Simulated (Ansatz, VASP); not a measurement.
# One calculation of B, two programs

```xyz
2
Lattice="-4.0990 4.2819 0.7986 4.2819 -4.0990 0.7986 2.0259 2.0259 -0.4636" Properties=species:S:1:pos:R:3 pbc="T T T"
B     5.5874   -1.3527    0.3350
B    -0.2704    2.4792    0.5668
```

Alike in both runs: task single point; functional RPBE; k mesh 22 × 22 × 12; occupations fermi-dirac, width 0.1 eV; no spin polarisation.

```csv
,VASP,Ansatz
version,VASP 6.6.1,Ansatz 0.2.0
potentials or method,"VASP PAW PBE potentials, release 64 (B), cutoff 520 eV","plane waves (420 eV) with PAW, scalar-relativistic"
valence electrons in the cell,6,6
```

VASP gave:

* pressure (GPa): -0.1
* traceless stress, the component that is largest in VASP (GPa): 0.71

**Question.** Which values does Ansatz return?

**Answer.** Pressure (GPa): 0.0; traceless stress, the component that is largest in VASP (GPa): 0.66.

VASP's potentials were made for PBE, not for RPBE.
